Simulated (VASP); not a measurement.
Set up this calculation in VASP 6.6.1, as the native input.

```yaml
Task: single point
Functional: PBE
Potentials_or_basis: VASP PAW PBE potentials, release 64 (In_d, Te)
Cutoff: 520 eV
k_mesh: 8 × 8 × 4
Occupations: gaussian, width 0.1 eV
Spin: no spin polarisation
Dipole_correction: no
Further_INCAR_settings: ALGO = Normal; EDIFF = 1e-06; NBANDS = 26
```

The structure of InTe4 lies in POSCAR:

```
InTe4
1.0
    4.2394757341      0.0000000000      0.0000000000
    0.0000000000      4.2394757341      0.0000000000
    0.0000000000      0.0000000000     11.1400855673
In Te
1 4
Direct
    0.5000000000      0.5000000000      0.5000000000
    0.5000000000      0.5000000000      0.8006903545
    0.5000000000      0.5000000000      0.1993096455
    0.0000000000      0.0000000000      0.2615138438
    0.0000000000      0.0000000000      0.7384861562
```

The cell was generated, and may not be a known phase.

The input as run:

INCAR

```
PREC = Accurate
ENCUT = 520
EDIFF = 1E-6
ISMEAR = 0
SIGMA = 0.1
LREAL = False
LASPH = True
NELM = 60
ALGO = Normal
ISIF = 2
LWAVE = False
LCHARG = False
GGA = PE
NBANDS = 26
```

KPOINTS

```
Automatic mesh
0
Gamma
  8 8 4
```

Potentials or basis: VASP PAW PBE potentials, release 64 (In_d, Te).

The run is started by

```sh
$ cat potpaw_PBE.64/In_d/POTCAR potpaw_PBE.64/Te/POTCAR > POTCAR
$ mpirun -np 1 vasp_std > vasp.out
```

Results of the run:

The pressure is 0.0 GPa, the largest force is 0.004 eV/Å and the band gap on the k mesh is zero (an odd number of electrons rules out a gap without spin polarisation).

Caveat: spin-orbit coupling is left out, which moves the levels of the heavy elements; this functional lacks dispersion, which binds layers or chains, so the pressure and a relaxed spacing across them are unreliable; an odd number of electrons without spin polarisation forces a metal; a magnetic or distorted state may lie lower.

Wall time 6.6 min on 1 thread of Intel Xeon 8259CL, on a shared host, peak memory 0.4 GiB.
